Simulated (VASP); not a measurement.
# AlTl2AuC6N6 in VASP: further runs

AlTl2AuC6N6 is run at these levels: PBE; tasks: single point.

Program: VASP 6.6.1. These are calculated values, not measurements. Logs are shortened: lines on timing, memory, paths and dates and some standing lists are left out, and cuts for length are marked.

### Step 1. The cell of the first run

The typed cell holds 16 atoms: a = 8.248 Å, b = 8.014 Å, c = 8.017 Å, α = 74.21°, β = 59.03°, γ = 59.05°.

### Step 2. Single point, PBE

File INCAR:

```
PREC     = Accurate       # precision mode
ENCUT    = 520            # plane-wave cutoff, eV
EDIFF    = 1E-6           # SCF threshold, eV
ISMEAR   = 0              # smearing method
SIGMA    = 0.1            # smearing width, eV
LREAL    = Auto         
LASPH    = True           # aspherical terms in the spheres
NELM     = 80             # most SCF steps
ALGO     = Normal         # electronic algorithm
ISIF     = 2              # what is computed and relaxed
LWAVE    = False          # write WAVECAR
LCHARG   = True           # write CHGCAR
GGA      = PE             # functional
LELF     = True           # ELF
LVHAR    = True         
NBANDS   = 61             # bands
```

File KPOINTS:

```
regular mesh
0
Gamma
  2 2 2
```

File POSCAR:

```
AlTl2AuC6N6
1.0
    0.0017029006      5.8379551129      5.8260603955
    4.8838516947     -0.5002079239      6.3340236279
    4.8871517875      6.3344464823     -0.5084797643
Al Tl C Au N
1 2 6 1 6
Direct
    0.4999504191      0.5450868558      0.4549458464
    0.2172804575      0.1151675537      0.4498406526
    0.7827435401      0.5500656684      0.8847795898
    0.8153437555      0.1756072869      0.1940607380
    0.2114469620      0.7571773003      0.2426840265
    0.2151461579      0.3294923658      0.6701938175
    0.1847833155      0.8059233849      0.8244173297
    0.7848115009      0.3299696168      0.6703001044
    0.7885469544      0.7574045046      0.2428151059
    0.0001048332      0.8811047834      0.1188618367
    0.7038823631      0.3334127593      0.2590791277
    0.3278573807      0.6872880116      0.3125960342
    0.3290229613      0.4017127741      0.5980740248
    0.2961075671      0.7409638277      0.6666021226
    0.6709868280      0.4020349432      0.5981115627
    0.6719850039      0.6875883635      0.3126380805
```

Potentials or basis: VASP PAW PBE potentials, release 64 (Al, Tl_d, C, Au, N).

Command:

```
> cat potpaw_PBE.64/Al/POTCAR potpaw_PBE.64/Tl_d/POTCAR potpaw_PBE.64/C/POTCAR potpaw_PBE.64/Au/POTCAR potpaw_PBE.64/N/POTCAR > POTCAR
> mpirun -np 1 vasp_std > vasp.out
```

OUTCAR:

```text
PREC = Accurate
   ENCUT = 520
   EDIFF = 1E-6
   ISMEAR = 0
   LREAL = Auto
   LASPH = True
   NELM = 80
   ISIF = 2
   GGA = PE

 ion  position               nearest neighbor table
   1  0.500  0.545  0.455-  13 1.98  15 1.98  16 1.98  12 1.98  14 1.99  11 1.99
   2  0.217  0.115  0.450-   6 2.77   8 2.77
   3  0.783  0.550  0.885-   8 2.77   6 2.77
   4  0.815  0.176  0.194-  11 1.18  10 2.09
   5  0.211  0.757  0.243-  12 1.17  10 2.12
   6  0.215  0.329  0.670-  13 1.17   2 2.77   3 2.77
   7  0.185  0.806  0.824-  14 1.18  10 2.09
   8  0.785  0.330  0.670-  15 1.17   3 2.77   2 2.77
   9  0.789  0.757  0.243-  16 1.17  10 2.11
  10  0.000  0.881  0.119-   7 2.09   4 2.09   9 2.11   5 2.12
  11  0.704  0.333  0.259-   4 1.18   1 1.99
  12  0.328  0.687  0.313-   5 1.17   1 1.98
  13  0.329  0.402  0.598-   6 1.17   1 1.98
  14  0.296  0.741  0.667-   7 1.18   1 1.99
  15  0.671  0.402  0.598-   8 1.17   1 1.98
  16  0.672  0.688  0.313-   9 1.17   1 1.98

  LATTYP: Found a triclinic cell.
 ALAT       =     8.0138673973
 B/A-ratio  =     1.7152692130
 C/A-ratio  =     1.7662290368
 COS(alpha) =     0.0045639182
 COS(beta)  =     0.4537511140
 COS(gamma) =     0.8574365117

  Lattice vectors:

 A1 = (   4.8838516947,  -0.5002079239,   6.3340236279)
 A2 = (   9.7660004888,  -6.8383709607,   6.8419868603)
 A3 = (   4.8888546881,  12.1724015952,   5.3175806312)

Analysis of symmetry for initial positions (statically):
=====================================================================
 Subroutine PRICEL returns:
 Original cell was already a primitive cell.

 Routine SETGRP: Setting up the symmetry group for a
 triclinic supercell.

 Subroutine GETGRP returns: Found  1 space group operations
 (whereof  1 operations were pure point group operations)
 out of a pool of  2 trial point group operations.

The static configuration has the point symmetry C_1 .

Analysis of symmetry for dynamics (positions and initial velocities):
=====================================================================
 Subroutine PRICEL returns:
 Original cell was already a primitive cell.

 Routine SETGRP: Setting up the symmetry group for a
 triclinic supercell.

 Subroutine GETGRP returns: Found  1 space group operations
 (whereof  1 operations were pure point group operations)
 out of a pool of  2 trial point group operations.

The dynamic configuration has the point symmetry C_1 .

 Subroutine INISYM returns: Found  1 space group operations
 (whereof  1 operations are pure point group operations),
 and found     1 'primitive' translations

----------------------------------------------------------------------------------------

                                     Primitive cell

  volume of cell :     389.6258

  direct lattice vectors                    reciprocal lattice vectors
     0.001702901  5.837955113  5.826060395    -0.102324294  0.085822530  0.085674733
     4.883851695 -0.500207924  6.334023628     0.102337542 -0.073079619  0.073198909
     4.887151787  6.334446482 -0.508479764     0.102385376  0.073000367 -0.073179334

  length of vectors
     8.247708926  8.013867397  8.016733531     0.158669240  0.145504926  0.145488947

  position of ions in fractional coordinates (direct lattice)
     0.499950419  0.545086856  0.454945846
     0.217280458  0.115167554  0.449840653
     0.782743540  0.550065668  0.884779590
     0.815343756  0.175607287  0.194060738
     0.211446962  0.757177300  0.242684027
     0.215146158  0.329492366  0.670193817
[... 8 lines left out ...]
     0.670986828  0.402034943  0.598111563
     0.671985004  0.687588363  0.312638081

  ion indices of the primitive-cell ions
   primitive index   ion index
                 1           1
                 2           2
                 3           3
                 4           4
                 5           5
                 6           6
[... 8 lines left out ...]
                15          15
                16          16

----------------------------------------------------------------------------------------

 KPOINTS: regular mesh

Automatic generation of k-mesh.
 Grid dimensions read from file:
 generate k-points for:    2    2    2

 Generating k-lattice:

  Cartesian coordinates                     Fractional coordinates (reciprocal lattice)
    -0.051162147  0.042911265  0.042837367     0.500000000  0.000000000  0.000000000
     0.051168771 -0.036539810  0.036599455    -0.000000000  0.500000000 -0.000000000
     0.051192688  0.036500183 -0.036589667     0.000000000  0.000000000  0.500000000

  Length of vectors
     0.079334620  0.072752463  0.072744473

  Shift w.r.t. Gamma in fractional coordinates (k-lattice)
     0.000000000  0.000000000  0.000000000

 Subroutine IBZKPT returns following result:
 ===========================================

 Found      8 irreducible k-points:

 Following reciprocal coordinates:
            Coordinates               Weight
  0.000000  0.000000  0.000000      1.000000
  0.500000  0.000000  0.000000      1.000000
 -0.000000  0.500000 -0.000000      1.000000
  0.500000  0.500000  0.000000      1.000000
  0.000000  0.000000  0.500000      1.000000
  0.500000  0.000000  0.500000      1.000000
  0.000000  0.500000  0.500000      1.000000
  0.500000  0.500000  0.500000      1.000000
   k-points           NKPTS =      8   k-points in BZ     NKDIM =      8   number of bands    NBANDS=     61
   number of dos      NEDOS =    301   number of ions     NIONS =     16
   total plane-waves  NPLWV = 230400
   dimension x,y,z NGX =    64 NGY =   60 NGZ =   60
   dimension x,y,z NGXF=   128 NGYF=  120 NGZF=  120
   ions per type =               1   2   6   1   6
   NGX,Y,Z   is equivalent  to a cutoff of  12.90, 12.45, 12.44 a.u.
   NGXF,Y,Z  is equivalent  to a cutoff of  25.80, 24.89, 24.88 a.u.
 SYSTEM =  unknown system
   PREC   = accura    normal or accurate (medium, high low for compatibility)
   ISTART =      0    job   : 0-new  1-cont  2-samecut
   ICHARG =      2    charge: 1-file 2-atom 10-const
   ISPIN  =      1    spin polarized calculation?
   LNONCOLLINEAR =      F non collinear calculations
   LSORBIT =      F    spin-orbit coupling
   LASPH  =      T    aspherical Exc in radial PAW
   ENCUT  =  520.0 eV  38.22 Ry    6.18 a.u.  15.34 14.90 14.91*2*pi/ulx,y,z
   NELM   =     80;   NELMIN=  2; NELMDL= -5     # of ELM steps
   EDIFF  = 0.1E-05   stopping-criterion for ELM
   LREAL  =      T    real-space projection
   EDIFFG = 0.1E-04   stopping-criterion for IOM
   NSW    =      0    number of steps for IOM
   IBRION =     -1    ionic relax: 0-MD 1-quasi-New 2-CG
   NFREE  =      0    steps in history (QN), initial steepest desc. (CG)
   ISIF   =      2    stress and relaxation
   ISYM   =      2    0-nonsym 1-usesym 2-fastsym
   POTIM  = 0.5000    time-step for ionic-motion
   TEBEG  =    0.0;   TEEND  =   0.0 temperature during run
   PSTRESS=    0.0 pullay stress
   NELECT =      94.0000    total number of electrons
   NUPDOWN=      -1.0000    fix difference up-down
   EMIN   =  10.00;   EMAX   =-10.00  energy-range for DOS
   EFERMI =   0.00;   METHOD = LEGACY
   ISMEAR =     0;   SIGMA  =   0.10  broadening in eV -4-tet -1-fermi 0-gaus
   EFERMI_NEDOS =   21; number of points for ismear=-14 and -15
   IALGO  =     38    algorithm
   IMIX   =      4    mixing-type and parameters
     AMIX     =   0.40;   BMIX     =  1.00
     AMIX_MAG =   1.60;   BMIX_MAG =  1.00
  volume/ion in A,a.u.               =      24.35       164.33
  Fermi-wavevector in a.u.,A,eV,Ry     =   1.019142  1.925900 14.131708  1.038651
  Thomas-Fermi vector in A             =   2.152640
   LORBIT       =      0    0 simple, 1 ext, 2 COOP (PROOUT), +10 PAW based schemes
   GGA     = PE    functional components
   LHFCALC =     F    Hartree Fock is set to
   AEXX    =    0.0000 exact exchange contribution
   IVDW    =     0    specifies the selected vdW correction
   LEPSILON=     F    determine dielectric tensor
   LRPA    =     F    only Hartree local field effects (RPA)
 non-spin polarized calculation
 Gauss-broadening in eV      SIGMA  =   0.10
  energy-cutoff  :      520.00
  volume of cell :      389.63
 maximum number of plane-waves:     10518
 NGX is ok and might be reduce to    64

 number of electron      94.0000002 magnetization

 Free energy of the ion-electron system (eV)
  ---------------------------------------------------
  ext. energy  EPLUGINS =         0.00000000
  ---------------------------------------------------
  free energy    TOTEN  =      -113.36543606 eV

  energy without entropy =     -113.36543606  energy(sigma->0) =     -113.36543606

 E-fermi :  -0.2108     XC(G=0):  -6.9110

 val. band max:       -0.6763418446   @ k =   0.5000   0.0000   0.5000
 cond. band min:       2.3065704188   @ k =   0.0000   0.5000   0.5000
 fundamental gap:      2.9829122634
 Fermi energy:        -0.2108041913

 k-point     1 :       0.0000    0.0000    0.0000
  band No.  band energies     occupation
      1     -18.1979      2.00000
      2     -17.9258      2.00000
      3     -17.8996      2.00000
      4     -17.8672      2.00000
      5     -17.7839      2.00000
      6     -17.7721      2.00000
[... 51 lines left out ...]
     58       4.5151      0.00000
     59       4.8170      0.00000

 k-point     2 :       0.5000    0.0000    0.0000
  band No.  band energies     occupation
      1     -18.1854      2.00000
      2     -17.9334      2.00000
      3     -17.9042      2.00000
      4     -17.8636      2.00000
      5     -17.7843      2.00000
      6     -17.7778      2.00000
[... 51 lines left out ...]
     58       4.3958      0.00000
     59       4.6638      0.00000

 k-point     3 :      -0.0000    0.5000   -0.0000
  band No.  band energies     occupation
      1     -18.1889      2.00000
      2     -17.9259      2.00000
      3     -17.9075      2.00000
      4     -17.8674      2.00000
      5     -17.7863      2.00000
      6     -17.7721      2.00000
[... 245 lines left out ...]
      4     -17.8714      2.00000
      5     -17.7968      2.00000
      6     -17.7720      2.00000
[... 51 lines left out ...]
     58       4.2456      0.00000
     59       4.3500      0.00000

 k-point     8 :       0.5000    0.5000    0.5000
  band No.  band energies     occupation
      1     -18.1854      2.00000
      2     -17.9334      2.00000
      3     -17.9042      2.00000
      4     -17.8636      2.00000
      5     -17.7843      2.00000
      6     -17.7778      2.00000
[... 51 lines left out ...]
     58       4.3955      0.00000
     59       4.6644      0.00000
 [bands above 59 left out]

------------------------ aborting loop because EDIFF is reached ----------------------------------------

  FORCE on cell =-STRESS in cart. coord.  units (eV):
  Direction    XX          YY          ZZ          XY          YZ          ZX
  --------------------------------------------------------------------------------------
  -------------------------------------------------------------------------------------
  Total        0.3721227      0.7616719      0.7769276      0.0052109     -0.0316393      0.0034393
  in kB        1.5302028      3.1320652      3.1947981      0.0214278     -0.1301039      0.0141428
  external PRESSURE =       2.6190220 kB  Pullay stress =       0.0000000 kB

 VOLUME and BASIS-vectors are now :
 -----------------------------------------------------------------------------
  energy-cutoff  :      520.00
  volume of cell :      389.63
      direct lattice vectors                 reciprocal lattice vectors
     0.001702901  5.837955113  5.826060395    -0.102324294  0.085822530  0.085674733
     4.883851695 -0.500207924  6.334023628     0.102337542 -0.073079619  0.073198909
     4.887151787  6.334446482 -0.508479764     0.102385376  0.073000367 -0.073179334

 POSITION                                       TOTAL-FORCE (eV/Angst)
 -----------------------------------------------------------------------------------
      4.88636      5.52786      6.13400        -0.000851     -0.002863      0.003663
      2.76127      4.06036      1.76663        -0.001326     -0.001116      0.000661
      7.01182      9.89906      7.59455         0.001874     -0.000699      0.001330
      1.80743      5.90137      5.76387        -0.340175      0.101663     -0.096510
      4.88434      2.39294      5.90448         0.000326     -0.364690     -0.062680
      4.88490      5.33651      2.99969        -0.000258     -0.056176     -0.385779
[... 8 lines left out ...]
      4.88768      7.50480      6.15158         0.000402     -0.412257     -0.056826
      4.88713      5.55947      8.11126         0.000271     -0.058464     -0.365629
 -----------------------------------------------------------------------------------
    total drift:                               -0.001116      0.002581     -0.002398

  FREE ENERGIE OF THE ION-ELECTRON SYSTEM (eV)
  ---------------------------------------------------
  free  energy   TOTEN  =      -113.3654360592 eV

  energy  without entropy=     -113.3654360592  energy(sigma->0) =     -113.36543606
```

It took 3.2 min on 1 thread of Intel Xeon 6975P-C (Granite Rapids), shared host; peak memory 0.58 GiB.

What came out:

| Quantity | Value |
| --- | --- |
| Free energy | -113.3654 eV |
| Pressure | 0.3 GPa |
| Largest force | 0.416 eV/Å |
| Band gap on the k mesh | 2.98 eV, indirect (least direct gap 3.04 eV) |

Forces on the atoms (eV/Å):
```
Al  -0.001 -0.003  0.004
Tl  -0.001 -0.001  0.001
Tl   0.002 -0.001  0.001
C   -0.340  0.102 -0.097
C    0.000 -0.365 -0.063
C    0.000 -0.056 -0.386
C    0.342  0.098 -0.101
C   -0.001  0.387  0.055
C    0.000  0.063  0.365
Au   0.000  0.002 -0.001
N    0.333 -0.089  0.087
N    0.000  0.366  0.058
N    0.001  0.056  0.410
N   -0.335 -0.088  0.087
N    0.000 -0.412 -0.057
N    0.000 -0.058 -0.366
```

Stress tensor (GPa, compression positive):
```
 0.15  0.00  0.00
 0.00  0.31 -0.01
 0.00 -0.01  0.32
```

Caveat: the k points lie up to 0.50 Å⁻¹ apart; spin-orbit coupling is left out, which moves the levels of the heavy elements. A k mesh can miss the band edges.

### Step 3. Single point, PBE

This run uses another cell than the first one, of the same volume but with other edges.

File INCAR:

```
SYSTEM = AlTl2AuC6N6
PREC = Accurate
ENCUT = 520
EDIFF = 1E-7
ISMEAR = 0
SIGMA = 0.1
LREAL = Auto
LASPH = .TRUE.
NELM = 80
ALGO = Normal
ISIF = 2
LWAVE = .FALSE.
LCHARG = .FALSE.
GGA = PE
NBANDS = 61
```

File KPOINTS:

```
regular mesh
0
G
  4 4 4
  0 0 0
```

File POSCAR:

```
AlTl2AuC6N6
1.0
   -4.1238544631      4.8846506511      4.8356065911
    4.1238544631     -4.8846506511      4.8356065911
    4.1238544631      4.8846506511     -4.8356065911
Al Tl C Au N
1 2 6 1 6
Direct
    0.9548962655      0.9548962655      0.0000000000
    0.9497910717      0.6673033197      0.2824877520
    0.3848155677      0.6673033197      0.7175122480
    0.6940111571      0.0091934957      0.6848176613
    0.7427201333      0.4541309884      0.7114108552
    0.1703174960      0.8853399754      0.7150224793
    0.3243758344      0.0091934957      0.3151823387
    0.1703174960      0.4552950167      0.2849775207
    0.7427201333      0.0313092781      0.2885891448
    0.6188452968      0.1188452968      0.5000000000
    0.7590295467      0.9627999544      0.7962295924
    0.8126207815      0.6404534149      0.8278326334
    0.0981473955      0.9270969861      0.8289495906
    0.1665703620      0.9627999544      0.2037704076
    0.0981473955      0.2691978049      0.1710504094
    0.8126207815      0.9847881481      0.1721673666
```

Potentials or basis: VASP PAW PBE potentials, release 64 (Al, Tl_d, C, Au, N).

Command:

```
> cat potpaw_PBE.64/Al/POTCAR potpaw_PBE.64/Tl_d/POTCAR potpaw_PBE.64/C/POTCAR potpaw_PBE.64/Au/POTCAR potpaw_PBE.64/N/POTCAR > POTCAR
> mpirun -np 1 vasp_std > vasp.out
```

Wall time 7.7 min (1 thread of Intel Xeon 6975P-C (Granite Rapids), shared host); peak memory 0.66 GiB.

The run converged. Its results:

| Item | Value |
| --- | --- |
| Free energy | -113.3678 eV |
| Pressure | 0.2 GPa |
| Largest force | 0.401 eV/Å |
| Band gap on the k mesh | 2.97 eV, indirect (least direct gap 3.03 eV) |

Forces in eV/Å, atoms in the order of the input:
```
Al   0.000  0.000  0.002
Tl   0.000 -0.001 -0.005
Tl   0.000  0.001 -0.005
C    0.000 -0.336  0.147
C   -0.333  0.000 -0.224
C   -0.294  0.000  0.217
C    0.000  0.336  0.147
C    0.294  0.000  0.217
C    0.333  0.000 -0.224
Au   0.000  0.000 -0.001
N    0.000  0.333 -0.126
N    0.325  0.000  0.230
N    0.309  0.000 -0.239
N    0.000 -0.333 -0.126
N   -0.309  0.000 -0.239
N   -0.325  0.000  0.230
```

Stress tensor (GPa, compression positive):
```
0.28 0.00 0.00
0.00 0.15 0.00
0.00 0.00 0.32
```

Levels at points of the mesh, in eV from the valence-band top:
| k point | band 43 | band 44 | band 45 | band 46 | band 47 | band 48 | band 49 | band 50 | band 51 | band 52 |
| --- | --- | --- | --- | --- | --- | --- | --- | --- | --- | --- |
| (0.00, 0.00, 0.00) | -2.17 | -1.62 | -0.57 | -0.38 | -0.05 | 3.07 | 3.09 | 3.35 | 3.91 | 4.02 |
| (0.50, 0.00, 0.00) | -1.99 | -1.46 | -0.40 | -0.30 | -0.14 | 3.11 | 3.17 | 3.27 | 3.87 | 4.30 |
| (0.00, 0.50, 0.00) | -2.05 | -1.43 | -0.39 | -0.29 | -0.02 | 3.02 | 3.26 | 3.59 | 4.04 | 4.09 |
| (0.50, 0.50, 0.00) | -2.00 | -1.44 | -0.45 | -0.24 | -0.05 | 3.07 | 3.35 | 3.48 | 3.75 | 4.14 |
| (0.50, 0.50, 0.50) | -1.91 | -1.51 | -0.25 | -0.21 | -0.17 | 2.97 | 3.29 | 3.71 | 4.04 | 4.25 |

Caveat: spin-orbit coupling is left out, which moves the levels of the heavy elements.
